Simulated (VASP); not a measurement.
# Na (Im-3m) in VASP: further runs

Aim: see how the results for Na move with the level of theory and the settings. Levels: LDA, PBE, RPBE, PBE+D3(BJ). Tasks: single point.

Everything below comes from runs of VASP 6.6.1. Logs are shortened: lines on timing, memory, paths and dates and some standing lists are left out, and cuts for length are marked.

**1. The cell of the first run**

The structure is cubic, space group Im-3m (No. 229). The conventional cell has a = 4.208 Å, b = 4.208 Å, c = 4.208 Å, α = 90.00°, β = 90.00°, γ = 90.00°. Na (site symmetry m-3m) has 14 Na at 3.64 to 4.21 Å within 4.8 Å.

**2. Single point, LDA**

The input, INCAR:

```
SYSTEM = Na
PREC     = Accurate       ! precision mode
ENCUT    = 500            ! plane-wave cutoff, eV
EDIFF    = 1E-6           ! SCF threshold, eV
ISMEAR   = -5             ! smearing method
SIGMA    = 0.1            ! smearing width, eV
LREAL    = .False.        ! projectors in reciprocal space
LASPH    = .True.         ! aspherical terms in the spheres
NELM     = 120            ! most SCF steps
ALGO     = Normal         ! electronic algorithm
ISIF     = 2              ! what is computed and relaxed
LWAVE    = .False.        ! write WAVECAR
LCHARG   = .False.        ! write CHGCAR
GGA      = CA             ! functional
NBANDS   = 10             ! bands
GGA_COMPAT= .False.
```

The input, KPOINTS:

```
Automatic mesh
0
Gamma
  8 8 8
  0 0 0
```

The input, POSCAR:

```
Na
1.0
   -2.1040267987      2.1040267987      2.1040267987
    2.1040267987     -2.1040267987      2.1040267987
    2.1040267987      2.1040267987     -2.1040267987
Na
1
Direct
    0.0000000000      0.0000000000      0.0000000000
```

Potentials or basis: VASP PAW LDA potentials, release 64 (Na_pv).

Run with:

```bash
> cat potpaw_LDA.64/Na_pv/POTCAR > POTCAR
> mpirun -np 1 vasp_std > vasp.out
```

OUTCAR:

```text
SYSTEM = Na
   PREC = Accurate
   ENCUT = 500
   EDIFF = 1E-6
   ISMEAR = -5
   LREAL = .False.
   LASPH = .True.
   NELM = 120
   ISIF = 2
   GGA = CA

 ion  position               nearest neighbor table
   1  0.000  0.000  0.000-

  LATTYP: Found a body centered cubic cell.
 ALAT       =     4.2080535974

  Lattice vectors:

 A1 = (  -2.1040267987,   2.1040267987,   2.1040267987)
 A2 = (   2.1040267987,  -2.1040267987,   2.1040267987)
 A3 = (   2.1040267987,   2.1040267987,  -2.1040267987)

Analysis of symmetry for initial positions (statically):
=====================================================================
 Subroutine PRICEL returns:
 Original cell was already a primitive cell.

 Routine SETGRP: Setting up the symmetry group for a
 body centered cubic supercell.

 Subroutine GETGRP returns: Found 48 space group operations
[... 9 lines left out ...]

 Routine SETGRP: Setting up the symmetry group for a
 body centered cubic supercell.

 Subroutine GETGRP returns: Found 48 space group operations
[... 11 lines left out ...]
                                     Primitive cell

  volume of cell :      37.2575

  direct lattice vectors                    reciprocal lattice vectors
    -2.104026799  2.104026799  2.104026799     0.000000000  0.237639559  0.237639559
     2.104026799 -2.104026799  2.104026799     0.237639559  0.000000000  0.237639559
     2.104026799  2.104026799 -2.104026799     0.237639559  0.237639559  0.000000000

  length of vectors
     3.644281316  3.644281316  3.644281316     0.336073087  0.336073087  0.336073087

  position of ions in fractional coordinates (direct lattice)
     0.000000000  0.000000000  0.000000000

  ion indices of the primitive-cell ions
   primitive index   ion index
                 1           1

----------------------------------------------------------------------------------------

 KPOINTS: Automatic mesh

Automatic generation of k-mesh.
 Grid dimensions read from file:
 generate k-points for:    8    8    8

 Generating k-lattice:

  Cartesian coordinates                     Fractional coordinates (reciprocal lattice)
     0.000000000  0.029704945  0.029704945     0.125000000  0.000000000  0.000000000
     0.029704945  0.000000000  0.029704945     0.000000000  0.125000000  0.000000000
     0.029704945  0.029704945  0.000000000     0.000000000  0.000000000  0.125000000

  Length of vectors
     0.042009136  0.042009136  0.042009136

  Shift w.r.t. Gamma in fractional coordinates (k-lattice)
     0.000000000  0.000000000  0.000000000

 TETIRR: Found    513 inequivalent tetrahedra from     3072

 Subroutine IBZKPT returns following result:
 ===========================================

 Found     29 irreducible k-points:

 Following reciprocal coordinates:
            Coordinates               Weight
  0.000000  0.000000  0.000000      1.000000
  0.125000  0.000000  0.000000     12.000000
  0.250000  0.000000  0.000000     12.000000
  0.375000  0.000000  0.000000     12.000000
  0.500000  0.000000  0.000000      6.000000
  0.125000  0.125000  0.000000     24.000000
[... 16 lines left out ...]
 -0.250000  0.250000  0.250000      6.000000
 -0.375000  0.375000  0.250000     24.000000
 [... further k-points ...]
   k-points           NKPTS =     29   k-points in BZ     NKDIM =     29   number of bands    NBANDS=     10
   number of dos      NEDOS =    301   number of ions     NIONS =      1
   total plane-waves  NPLWV =  21952
   dimension x,y,z NGX =    28 NGY =   28 NGZ =   28
   dimension x,y,z NGXF=    56 NGYF=   56 NGZF=   56
   ions per type =               1
   NGX,Y,Z   is equivalent  to a cutoff of  12.77, 12.77, 12.77 a.u.
   NGXF,Y,Z  is equivalent  to a cutoff of  25.55, 25.55, 25.55 a.u.
 SYSTEM =  Na
   PREC   = accura    normal or accurate (medium, high low for compatibility)
   ISTART =      0    job   : 0-new  1-cont  2-samecut
   ICHARG =      2    charge: 1-file 2-atom 10-const
   ISPIN  =      1    spin polarized calculation?
   LNONCOLLINEAR =      F non collinear calculations
   LSORBIT =      F    spin-orbit coupling
   LASPH  =      T    aspherical Exc in radial PAW
   ENCUT  =  500.0 eV  36.75 Ry    6.06 a.u.   6.64  6.64  6.64*2*pi/ulx,y,z
   NELM   =    120;   NELMIN=  2; NELMDL= -5     # of ELM steps
   EDIFF  = 0.1E-05   stopping-criterion for ELM
   LREAL  =      F    real-space projection
   EDIFFG = 0.1E-04   stopping-criterion for IOM
   NSW    =      0    number of steps for IOM
   IBRION =     -1    ionic relax: 0-MD 1-quasi-New 2-CG
   NFREE  =      0    steps in history (QN), initial steepest desc. (CG)
   ISIF   =      2    stress and relaxation
   ISYM   =      2    0-nonsym 1-usesym 2-fastsym
   POTIM  = 0.5000    time-step for ionic-motion
   TEBEG  =    0.0;   TEEND  =   0.0 temperature during run
   PSTRESS=    0.0 pullay stress
   NELECT =       7.0000    total number of electrons
   NUPDOWN=      -1.0000    fix difference up-down
   EMIN   =  10.00;   EMAX   =-10.00  energy-range for DOS
   EFERMI =   0.00;   METHOD = LEGACY
   ISMEAR =    -5;   SIGMA  =   0.10  broadening in eV -4-tet -1-fermi 0-gaus
   EFERMI_NEDOS =   21; number of points for ismear=-14 and -15
   IALGO  =     38    algorithm
   IMIX   =      4    mixing-type and parameters
     AMIX     =   0.40;   BMIX     =  1.00
     AMIX_MAG =   1.60;   BMIX_MAG =  1.00
  volume/ion in A,a.u.               =      37.26       251.43
  Fermi-wavevector in a.u.,A,eV,Ry     =   0.937640  1.771883 11.961824  0.879169
  Thomas-Fermi vector in A             =   2.064772
   LORBIT       =      0    0 simple, 1 ext, 2 COOP (PROOUT), +10 PAW based schemes
   GGA     = CA    functional components
   LHFCALC =     F    Hartree Fock is set to
   AEXX    =    0.0000 exact exchange contribution
   IVDW    =     0    specifies the selected vdW correction
   LEPSILON=     F    determine dielectric tensor
   LRPA    =     F    only Hartree local field effects (RPA)
 non-spin polarized calculation
 Fermi weights with tetrahedron method with Bloechl corrections
  energy-cutoff  :      500.00
  volume of cell :       37.26
 maximum number of plane-waves:       962
   NGX = 13   NGY = 13   NGZ = 13

 number of electron       6.9999998 magnetization

 Free energy of the ion-electron system (eV)
  ---------------------------------------------------
  ext. energy  EPLUGINS =         0.00000000
  ---------------------------------------------------
  free energy    TOTEN  =        -1.44284536 eV

  energy without entropy =       -1.44284536  energy(sigma->0) =       -1.44284536

 E-fermi :   0.2200     XC(G=0):  -6.7139

 val. band max:        0.0704531353   @ k =   0.2500   0.2500   0.0000
 cond. band min:       0.3250752823   @ k =   0.3750   0.1250   0.0000
 fundamental gap:      0.2546221470
 Fermi energy:         0.2199845264

 k-point     1 :       0.0000    0.0000    0.0000
  band No.  band energies     occupation
      1     -24.8017      2.00000
      2     -24.8017      2.00000
      3     -24.8017      2.00000
      4      -3.1252      2.00000
      5      11.7561      0.00000
      6      11.7561      0.00000
      7      11.7561      0.00000
      8      12.8536      0.00000
      9      12.8536      0.00000
     10      13.5044      0.00000

 k-point     2 :       0.1250    0.0000    0.0000
  band No.  band energies     occupation
      1     -24.8069      2.00000
      2     -24.8035      2.00000
      3     -24.8017      2.00000
      4      -2.8512      2.00000
      5       9.2300      0.00000
      6      10.6009      0.00000
      7      10.9064      0.00000
      8      11.4832      0.00000
      9      12.0620      0.00000
     10      13.6098      0.00000

 k-point     3 :       0.2500    0.0000    0.0000
  band No.  band energies     occupation
      1     -24.8196      2.00000
      2     -24.8077      2.00000
      3     -24.8016      2.00000
      4      -2.0378      2.00058
      5       6.1263      0.00000
      6       9.3567      0.00000
      7       9.9340      0.00000
      8      10.3116      0.00000
      9      11.2849      0.00000
     10      14.3284      0.00000

 k-point     4 :       0.3750    0.0000    0.0000
  band No.  band energies     occupation
      1     -24.8321      2.00000
      2     -24.8120      2.00000
      3     -24.8016      2.00000
      4      -0.7096      2.10794
      5       3.4142      0.00000
      6       8.5857      0.00000
      7       9.3307      0.00000
      8       9.6095      0.00000
      9      10.6248      0.00000
     10      15.3139      0.00000

 k-point     5 :       0.5000    0.0000    0.0000
  band No.  band energies     occupation
      1     -24.8373      2.00000
      2     -24.8138      2.00000
      3     -24.8016      2.00000
      4       0.9241      0.02966
      5       1.3199      0.00000
      6       8.3268      0.00000
      7       9.1290      0.00000
      8       9.3762      0.00000
      9      10.3808      0.00000
     10      16.1648      0.00000

 k-point     6 :       0.1250    0.1250    0.0000
  band No.  band energies     occupation
      1     -24.8157      2.00000
      2     -24.8055      2.00000
      3     -24.8029      2.00000
      4      -2.3075      2.00000
      5       7.5576      0.00000
      6       8.1017      0.00000
      7       9.9485      0.00000
      8      11.5469      0.00000
      9      12.2858      0.00000
     10      13.9932      0.00000
[... 183 lines left out ...]
 k-point    21 :      -0.3750   -0.3750    0.1250
  band No.  band energies     occupation
      1     -24.8277      2.00000
      2     -24.8277      2.00000
      3     -24.8088      2.00000
      4       2.3836     -0.02960
      5       2.3836      0.00000
      6       3.2749      0.00000
      7      10.3313      0.00000
      8      10.3313      0.00000
      9      10.6517      0.00000
     10      12.0001      0.00000

 k-point    22 :       0.2500    0.2500    0.2500
  band No.  band energies     occupation
      1     -24.8190      2.00000
      2     -24.8190      2.00000
      3     -24.8190      2.00000
      4       2.8691     -0.01364
      5       2.8691      0.00000
      6       2.8691      0.00000
      7       4.3321      0.00000
      8      17.2655      0.00000
      9      17.2655      0.00000
     10      18.1615      0.00000

 k-point    23 :      -0.2500    0.2500    0.2500
  band No.  band energies     occupation
      1     -24.8200      2.00000
      2     -24.8142      2.00000
      3     -24.8142      2.00000
      4      -0.9723      2.11800
      5       6.8214      0.00000
      6       6.8214      0.00000
      7       6.8360      0.00000
      8       8.6614      0.00000
      9      13.8446      0.00000
     10      14.6468      0.00000

 k-point    24 :      -0.3750    0.3750    0.2500
  band No.  band energies     occupation
      1     -24.8283      2.00000
      2     -24.8188      2.00000
      3     -24.8151      2.00000
      4       0.3298      0.61381
      5       4.3632      0.00000
      6       6.1250      0.00000
      7       6.8102      0.00000
      8       8.8100      0.00000
      9      12.5491      0.00000
     10      13.7179      0.00000

 [... further k-points ...]
[... 5 lines left out ...]
  --------------------------------------------------------------------------------------
  -------------------------------------------------------------------------------------
  Total       -0.1994637     -0.1994637     -0.1994637      0.0000000     -0.0000000      0.0000000
  in kB       -8.5775002     -8.5775002     -8.5775002      0.0000000     -0.0000000      0.0000000
  external PRESSURE =      -8.5775002 kB  Pullay stress =       0.0000000 kB

 VOLUME and BASIS-vectors are now :
 -----------------------------------------------------------------------------
  energy-cutoff  :      500.00
  volume of cell :       37.26
      direct lattice vectors                 reciprocal lattice vectors
    -2.104026799  2.104026799  2.104026799     0.000000000  0.237639559  0.237639559
     2.104026799 -2.104026799  2.104026799     0.237639559  0.000000000  0.237639559
     2.104026799  2.104026799 -2.104026799     0.237639559  0.237639559  0.000000000

 POSITION                                       TOTAL-FORCE (eV/Angst)
 -----------------------------------------------------------------------------------
      0.00000      0.00000      0.00000        -0.000000      0.000000     -0.000000
 -----------------------------------------------------------------------------------
    total drift:                               -0.000000     -0.000000     -0.000000

  FREE ENERGIE OF THE ION-ELECTRON SYSTEM (eV)
  ---------------------------------------------------
  free  energy   TOTEN  =        -1.4428453565 eV

  energy  without entropy=       -1.4428453565  energy(sigma->0) =       -1.44284536
```

It took 5.1 s on 1 thread of Intel Xeon Platinum 8488C (Sapphire Rapids), shared host; peak memory 0.13 GiB.

What came out:

| Property | Result |
| --- | --- |
| Free energy | -1.4428 eV |
| Pressure | -0.9 GPa |

Levels at points of the mesh, in eV from the Fermi level:
| k point | band 1 | band 2 | band 3 | band 4 | band 5 | band 6 |
| --- | --- | --- | --- | --- | --- | --- |
| (0.00, 0.00, 0.00) | -25.02 | -25.02 | -25.02 | -3.35 | 11.54 | 11.54 |
| (0.50, 0.00, 0.00) | -25.06 | -25.03 | -25.02 | 0.70 | 1.10 | 8.11 |
| (0.50, 0.50, 0.50) | -25.05 | -25.05 | -25.05 | 4.50 | 4.50 | 4.76 |

Caveat: tetrahedron occupations give inexact forces and stress in metals.

(Continued in part 2 of 2.)
